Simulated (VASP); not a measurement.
# B5O (P4/mmm) in VASP: further runs

The runs below take B5O through single point, relaxation of cell and atoms, with PBE.

Program: VASP 6.6.1. These are calculated values, not measurements. Logs are shortened: lines on timing, memory, paths and dates and some standing lists are left out, and cuts for length are marked.

### Step 1. The cell of the first run

It takes space group P4/mmm (No. 123, tetragonal). Conventional cell: a = 4.462 Å, b = 4.462 Å, c = 4.611 Å, α = 90.00°, β = 90.00°, γ = 90.00°. B (site symmetry m2m) has 1 O at 1.48 Å and 1 B at 1.50 Å within 2.0 Å. B (site symmetry 4/mmm) has 2 O at 2.31 Å and 8 B at 2.74 Å within 3.0 Å. Within 2.0 Å of O (site symmetry 4/mmm) lie 4 B at 1.48 Å.

### Step 2. Single point, PBE

INCAR reads:

```
SYSTEM = B5O
ALGO = Normal ; EDIFF = 1E-6
ENCUT = 520 ; GGA = PE
ISIF = 2 ; ISMEAR = 0
LASPH = .True. ; LCHARG = .False.
LREAL = .False. ; LWAVE = .False.
NBANDS = 20 ; NELM = 100
PREC = Accurate ; SIGMA = 0.1
```

KPOINTS reads:

```
k-points
0
Gamma
  8 8 8
  0 0 0
```

POSCAR reads:

```
B5O
1.0
    4.4615299027      0.0000000000      0.0000000000
    0.0000000000      4.4615299027      0.0000000000
    0.0000000000      0.0000000000      4.6113888263
B O
5 1
Direct
    0.6684869528      0.0000000000      0.0000000000
    0.3315130472      0.0000000000      0.0000000000
    0.0000000000      0.6684869528      0.0000000000
    0.0000000000      0.3315130472      0.0000000000
    0.0000000000      0.0000000000      0.5000000000
    0.0000000000      0.0000000000      0.0000000000
```

Potentials or basis: VASP PAW PBE potentials, release 64 (B, O).

Launch:

```console
cat potpaw_PBE.64/B/POTCAR potpaw_PBE.64/O/POTCAR > POTCAR
mpirun -np 1 vasp_std > vasp.out
```

OUTCAR:

```text
SYSTEM = B5O
   EDIFF = 1E-6
   ENCUT = 520
   GGA = PE
   ISIF = 2
   ISMEAR = 0
   LASPH = .True.
   LREAL = .False.
   NELM = 100
   PREC = Accurate

 ion  position               nearest neighbor table
   1  0.668  0.000  0.000-   6 1.48   2 1.50   4 2.09   3 2.09
   2  0.332  0.000  0.000-   6 1.48   1 1.50   4 2.09   3 2.09
   3  0.000  0.668  0.000-   6 1.48   4 1.50   1 2.09   2 2.09
   4  0.000  0.332  0.000-   6 1.48   3 1.50   1 2.09   2 2.09
   5  0.000  0.000  0.500-
   6  0.000  0.000  0.000-   1 1.48   2 1.48   3 1.48   4 1.48

  LATTYP: Found a simple tetragonal cell.
 ALAT       =     4.4615299027
 C/A-ratio  =     1.0335891335

  Lattice vectors:

 A1 = (   4.4615299027,   0.0000000000,   0.0000000000)
 A2 = (   0.0000000000,   4.4615299027,   0.0000000000)
 A3 = (   0.0000000000,   0.0000000000,   4.6113888263)

Analysis of symmetry for initial positions (statically):
=====================================================================
 Subroutine PRICEL returns:
 Original cell was already a primitive cell.

 Routine SETGRP: Setting up the symmetry group for a
 simple tetragonal supercell.

 Subroutine GETGRP returns: Found 16 space group operations
 (whereof 16 operations were pure point group operations)
 out of a pool of 16 trial point group operations.

The static configuration has the point symmetry D_4h.

Analysis of symmetry for dynamics (positions and initial velocities):
=====================================================================
 Subroutine PRICEL returns:
 Original cell was already a primitive cell.

 Routine SETGRP: Setting up the symmetry group for a
 simple tetragonal supercell.

 Subroutine GETGRP returns: Found 16 space group operations
 (whereof 16 operations were pure point group operations)
 out of a pool of 16 trial point group operations.

The dynamic configuration has the point symmetry D_4h.

 Subroutine INISYM returns: Found 16 space group operations
 (whereof 16 operations are pure point group operations),
 and found     1 'primitive' translations

----------------------------------------------------------------------------------------

                                     Primitive cell

  volume of cell :      91.7908

  direct lattice vectors                    reciprocal lattice vectors
     4.461529903  0.000000000  0.000000000     0.224138361  0.000000000  0.000000000
     0.000000000  4.461529903  0.000000000     0.000000000  0.224138361  0.000000000
     0.000000000  0.000000000  4.611388826     0.000000000  0.000000000  0.216854409

  length of vectors
     4.461529903  4.461529903  4.611388826     0.224138361  0.224138361  0.216854409

  position of ions in fractional coordinates (direct lattice)
     0.668486953  0.000000000  0.000000000
     0.331513047  0.000000000  0.000000000
     0.000000000  0.668486953  0.000000000
     0.000000000  0.331513047  0.000000000
     0.000000000  0.000000000  0.500000000
     0.000000000  0.000000000  0.000000000

  ion indices of the primitive-cell ions
   primitive index   ion index
                 1           1
                 2           2
                 3           3
                 4           4
                 5           5
                 6           6

----------------------------------------------------------------------------------------

 KPOINTS: k-points

Automatic generation of k-mesh.
 Grid dimensions read from file:
 generate k-points for:    8    8    8

 Generating k-lattice:

  Cartesian coordinates                     Fractional coordinates (reciprocal lattice)
     0.028017295  0.000000000  0.000000000     0.125000000  0.000000000  0.000000000
     0.000000000  0.028017295  0.000000000     0.000000000  0.125000000  0.000000000
     0.000000000  0.000000000  0.027106801     0.000000000  0.000000000  0.125000000

  Length of vectors
     0.028017295  0.028017295  0.027106801

  Shift w.r.t. Gamma in fractional coordinates (k-lattice)
     0.000000000  0.000000000  0.000000000

 Subroutine IBZKPT returns following result:
 ===========================================

 Found     75 irreducible k-points:

 Following reciprocal coordinates:
            Coordinates               Weight
  0.000000  0.000000  0.000000      1.000000
  0.125000  0.000000  0.000000      4.000000
  0.250000  0.000000  0.000000      4.000000
  0.375000  0.000000  0.000000      4.000000
  0.500000  0.000000  0.000000      2.000000
  0.125000  0.125000  0.000000      4.000000
[... 16 lines left out ...]
  0.375000  0.125000  0.125000     16.000000
  0.500000  0.125000  0.125000      8.000000
 [... further k-points ...]
   k-points           NKPTS =     75   k-points in BZ     NKDIM =     75   number of bands    NBANDS=     20
   number of dos      NEDOS =    301   number of ions     NIONS =      6
   total plane-waves  NPLWV =  46656
   dimension x,y,z NGX =    36 NGY =   36 NGZ =   36
   dimension x,y,z NGXF=    72 NGYF=   72 NGZF=   72
   ions per type =               5   1
   NGX,Y,Z   is equivalent  to a cutoff of  13.41, 13.41, 12.98 a.u.
   NGXF,Y,Z  is equivalent  to a cutoff of  26.83, 26.83, 25.96 a.u.
 SYSTEM =  B5O
   PREC   = accura    normal or accurate (medium, high low for compatibility)
   ISTART =      0    job   : 0-new  1-cont  2-samecut
   ICHARG =      2    charge: 1-file 2-atom 10-const
   ISPIN  =      1    spin polarized calculation?
   LNONCOLLINEAR =      F non collinear calculations
   LSORBIT =      F    spin-orbit coupling
   LASPH  =      T    aspherical Exc in radial PAW
   ENCUT  =  520.0 eV  38.22 Ry    6.18 a.u.   8.30  8.30  8.57*2*pi/ulx,y,z
   NELM   =    100;   NELMIN=  2; NELMDL= -5     # of ELM steps
   EDIFF  = 0.1E-05   stopping-criterion for ELM
   LREAL  =      F    real-space projection
   EDIFFG = 0.1E-04   stopping-criterion for IOM
   NSW    =      0    number of steps for IOM
   IBRION =     -1    ionic relax: 0-MD 1-quasi-New 2-CG
   NFREE  =      0    steps in history (QN), initial steepest desc. (CG)
   ISIF   =      2    stress and relaxation
   ISYM   =      2    0-nonsym 1-usesym 2-fastsym
   POTIM  = 0.5000    time-step for ionic-motion
   TEBEG  =    0.0;   TEEND  =   0.0 temperature during run
   PSTRESS=    0.0 pullay stress
   NELECT =      21.0000    total number of electrons
   NUPDOWN=      -1.0000    fix difference up-down
   EMIN   =  10.00;   EMAX   =-10.00  energy-range for DOS
   EFERMI =   0.00;   METHOD = LEGACY
   ISMEAR =     0;   SIGMA  =   0.10  broadening in eV -4-tet -1-fermi 0-gaus
   EFERMI_NEDOS =   21; number of points for ismear=-14 and -15
   IALGO  =     38    algorithm
   IMIX   =      4    mixing-type and parameters
     AMIX     =   0.40;   BMIX     =  1.00
     AMIX_MAG =   1.60;   BMIX_MAG =  1.00
  volume/ion in A,a.u.               =      15.30       103.24
  Fermi-wavevector in a.u.,A,eV,Ry     =   1.001263  1.892113 13.640214  1.002527
  Thomas-Fermi vector in A             =   2.133674
   LORBIT       =      0    0 simple, 1 ext, 2 COOP (PROOUT), +10 PAW based schemes
   GGA     = PE    functional components
   LHFCALC =     F    Hartree Fock is set to
   AEXX    =    0.0000 exact exchange contribution
   IVDW    =     0    specifies the selected vdW correction
   LEPSILON=     F    determine dielectric tensor
   LRPA    =     F    only Hartree local field effects (RPA)
 non-spin polarized calculation
 Gauss-broadening in eV      SIGMA  =   0.10
  energy-cutoff  :      520.00
  volume of cell :       91.79
 maximum number of plane-waves:      2498
 NGX is ok and might be reduce to    36
   NGX = 17   NGY = 17   NGZ = 17

 number of electron      21.0000001 magnetization

 Free energy of the ion-electron system (eV)
  ---------------------------------------------------
  ext. energy  EPLUGINS =         0.00000000
  ---------------------------------------------------
  free energy    TOTEN  =       -24.97140077 eV

  energy without entropy =      -24.94815562  energy(sigma->0) =      -24.95977819

 E-fermi :   0.9434     XC(G=0):  -8.1210

 val. band max:        0.9409662546   @ k =   0.3750   0.0000   0.1250
 cond. band min:       0.9555168739   @ k =   0.5000   0.1250   0.0000
 fundamental gap:      0.0145506192
 Fermi energy:         0.9433545111

 k-point     1 :       0.0000    0.0000    0.0000
  band No.  band energies     occupation
      1     -25.9115      2.00000
      2     -13.3966      2.00000
      3     -13.3966      2.00000
      4      -9.5520      2.00000
      5      -8.1972      2.00000
      6      -6.2113      2.00000
[... 12 lines left out ...]
     19       5.9153      0.00000
     20       7.7450      0.00000

 k-point     2 :       0.1250    0.0000    0.0000
  band No.  band energies     occupation
      1     -25.9106      2.00000
      2     -13.4200      2.00000
      3     -13.3894      2.00000
      4      -9.5370      2.00000
      5      -8.1041      2.00000
      6      -6.2498      2.00000
[... 12 lines left out ...]
     19       5.8025      0.00000
     20       7.8299      0.00000

 k-point     3 :       0.2500    0.0000    0.0000
  band No.  band energies     occupation
      1     -25.9085      2.00000
      2     -13.4752      2.00000
      3     -13.3720      2.00000
      4      -9.5003      2.00000
      5      -7.8529      2.00000
      6      -6.3727      2.00000
[... 12 lines left out ...]
     19       6.2416      0.00000
     20       8.2386      0.00000

 k-point     4 :       0.3750    0.0000    0.0000
  band No.  band energies     occupation
      1     -25.9066      2.00000
      2     -13.5286      2.00000
      3     -13.3544      2.00000
      4      -9.4627      2.00000
      5      -7.5252      2.00000
      6      -6.5772      2.00000
[... 429 lines left out ...]
 k-point    23 :       0.3750    0.1250    0.1250
  band No.  band energies     occupation
      1     -25.9053      2.00000
      2     -13.5173      2.00000
      3     -13.3743      2.00000
      4      -9.5130      2.00000
      5      -7.3999      2.00000
      6      -6.5549      2.00000
[... 12 lines left out ...]
     19       7.3162      0.00000
     20       8.3694      0.00000

 k-point    24 :       0.5000    0.1250    0.1250
  band No.  band energies     occupation
      1     -25.9045      2.00000
      2     -13.5385      2.00000
      3     -13.3667      2.00000
      4      -9.4961      2.00000
      5      -7.1945      2.00000
      6      -6.7036      2.00000
[... 12 lines left out ...]
     19       7.8487      0.00000
     20       8.0750      0.00000

 [... further k-points ...]
[... 5 lines left out ...]
  --------------------------------------------------------------------------------------
  -------------------------------------------------------------------------------------
  Total       -0.0380799     -0.0380799     -0.0740324      0.0000000     -0.0000000      0.0000000
  in kB       -0.6646719     -0.6646719     -1.2922095      0.0000000     -0.0000000      0.0000000
  external PRESSURE =      -0.8738511 kB  Pullay stress =       0.0000000 kB

 VOLUME and BASIS-vectors are now :
 -----------------------------------------------------------------------------
  energy-cutoff  :      520.00
  volume of cell :       91.79
      direct lattice vectors                 reciprocal lattice vectors
     4.461529903  0.000000000  0.000000000     0.224138361  0.000000000  0.000000000
     0.000000000  4.461529903  0.000000000     0.000000000  0.224138361  0.000000000
     0.000000000  0.000000000  4.611388826     0.000000000  0.000000000  0.216854409

 POSITION                                       TOTAL-FORCE (eV/Angst)
 -----------------------------------------------------------------------------------
      2.98247      0.00000      0.00000        -0.024613      0.000000      0.000000
      1.47906      0.00000      0.00000         0.024613      0.000000     -0.000000
      0.00000      2.98247      0.00000         0.000000     -0.024613     -0.000000
      0.00000      1.47906      0.00000        -0.000000      0.024613     -0.000000
      0.00000      0.00000      2.30569        -0.000000      0.000000      0.000000
      0.00000      0.00000      0.00000        -0.000000      0.000000      0.000000
 -----------------------------------------------------------------------------------
    total drift:                                0.000000     -0.000000      0.000000

  FREE ENERGIE OF THE ION-ELECTRON SYSTEM (eV)
  ---------------------------------------------------
  free  energy   TOTEN  =       -24.9714007695 eV

  energy  without entropy=      -24.9481556157  energy(sigma->0) =      -24.95977819
```

Wall time 2 min (1 thread of AMD EPYC 7R43 (Zen 3), shared host); peak memory 0.22 GiB.

Results:

| Property | Result |
| --- | --- |
| Free energy | -24.9714 eV |
| Pressure | -0.1 GPa |
| Largest force | 0.025 eV/Å |

Forces in eV/Å, atoms in the order of the input:
```
B   -0.025  0.000  0.000
B    0.025  0.000  0.000
B    0.000 -0.025  0.000
B    0.000  0.025  0.000
B    0.000  0.000  0.000
O    0.000  0.000  0.000
```

Caveat: an odd number of electrons without spin polarisation forces a metal; a magnetic or distorted state may lie lower.

### Step 3. Relaxation of cell and atoms, PBE

This run uses another cell than the first one, of 15.38 Å³/atom, 1.005 times its volume.

INCAR reads:

```
SYSTEM = B5O
  ALGO = Normal
  EDIFF = 1E-6
  EDIFFG = -0.01
  ENCUT = 600
  GGA = PE
  IBRION = 2
  ISIF = 3
  ISMEAR = 0
  LASPH = .True.
  LCHARG = .False.
  LREAL = .False.
  LWAVE = .False.
  NELM = 80
  NSW = 100
  PREC = Accurate
  SIGMA = 0.1
```

KPOINTS is that of step 2.

POSCAR reads:

```
B5O
1.0
    4.4536873519      0.0000000000      0.0000000000
    0.0000000000      4.4536873519      0.0000000000
    0.0000000000      0.0000000000      4.6522925669
B O
5 1
Direct
    0.6684348708      0.0000000000      0.0000000000
    0.3315651292      0.0000000000      0.0000000000
    0.0000000000      0.6684348708      0.0000000000
    0.0000000000      0.3315651292      0.0000000000
    0.0000000000      0.0000000000      0.5000000000
    0.0000000000      0.0000000000      0.0000000000
```

Potentials or basis: VASP PAW PBE potentials, release 64 (B, O).

Launch:

```console
cat potpaw_PBE.64/B/POTCAR potpaw_PBE.64/O/POTCAR > POTCAR
mpirun -np 1 vasp_std > vasp.out
```

Run time: 16 min. Hardware: 1 thread of Oxide Virtual Turin-like, shared host; peak memory 0.24 GiB.

The run converged. Its results:

| Item | Value |
| --- | --- |
| Free energy | -24.9817 eV |
| Relaxed volume | 15.06 Å³/atom |
| Relaxed cell | a = 4.461 Å, b = 4.461 Å, c = 4.543 Å, α = 90.00°, β = 90.00°, γ = 90.00° |
| Space group after relaxing (to 0.05 Å) | P4/mmm (No. 123) |
| Energy gained by relaxing | 0.3 meV/atom |
| Ionic steps | 12 |
| Pressure after relaxing | 0.0 GPa |
| Largest force after relaxing | 0.005 eV/Å |

Forces on the atoms (eV/Å):
```
B   -0.005  0.000  0.000
B    0.005  0.000  0.000
B    0.000 -0.005  0.000
B    0.000  0.005  0.000
B    0.000  0.000  0.000
O    0.000  0.000  0.000
```

The path:
| step | energy change (eV) | largest force (eV/Å) | pressure (GPa) | volume (Å³) |
| --- | --- | --- | --- | --- |
| 1 | 0.0000 | 0.0385 | 0.10 | 92.28 |
| 2 | 0.0000 | 0.0894 | -0.06 | 92.41 |
| 3 | -0.0002 | 0.0284 | 0.00 | 92.35 |
| 4 | -0.0003 | 0.0087 | -0.14 | 92.40 |
| 5 | -0.0003 | 0.0063 | -0.14 | 92.39 |
| 6 | -0.0005 | 0.0027 | -0.12 | 92.26 |
| 7 | -0.0009 | 0.0073 | -0.08 | 91.86 |
| 8 | -0.0015 | 0.0274 | -0.01 | 91.06 |
| 9 | -0.0012 | 0.0614 | 0.17 | 89.47 |
| 10 | -0.0017 | 0.0407 | 0.05 | 90.50 |
| 11 | -0.0017 | 0.0102 | 0.03 | 90.37 |
| 12 | -0.0017 | 0.0052 | 0.03 | 90.39 |

Final structure:
```cif
data_structure
_symmetry_space_group_name_H-M 'P 1'
_symmetry_Int_Tables_number 1
_cell_length_a 4.4606
_cell_length_b 4.4606
_cell_length_c 4.5429
_cell_angle_alpha 90.000
_cell_angle_beta 90.000
_cell_angle_gamma 90.000
_cell_volume 90.39
loop_
_atom_site_label
_atom_site_type_symbol
_atom_site_fract_x
_atom_site_fract_y
_atom_site_fract_z
_atom_site_occupancy
B1 B 0.66867 0.00000 0.00000 1
B2 B 0.33133 0.00000 0.00000 1
B3 B 0.00000 0.66867 0.00000 1
B4 B 0.00000 0.33133 0.00000 1
B5 B 0.00000 0.00000 0.50000 1
O1 O 0.00000 0.00000 0.00000 1
```

Levels at points of the mesh, in eV from the Fermi level:
```
           k point  band 7  band 8  band 9  band 10  band 11  band 12  band 13  band 14
(0.00, 0.00, 0.00)   -4.78   -0.84   -0.84    -0.50    -0.47     0.85     1.53     1.53
(0.50, 0.00, 0.00)   -4.83   -2.96   -1.39    -0.50     0.06     0.77     0.86     1.72
(0.50, 0.50, 0.00)   -5.22   -4.67   -1.30    -1.30     0.54     0.80     0.80     2.27
(0.00, 0.00, 0.50)   -3.83   -0.53   -0.53    -0.45    -0.25    -0.25     0.34     0.34
(0.50, 0.00, 0.50)   -3.57   -2.92   -2.91    -0.31    -0.12     0.03     0.43     2.65
(0.50, 0.50, 0.50)   -4.59   -3.32   -2.76    -2.76    -1.19     2.43     3.37     3.37
```

Caveat: an odd number of electrons without spin polarisation forces a metal; a magnetic or distorted state may lie lower.
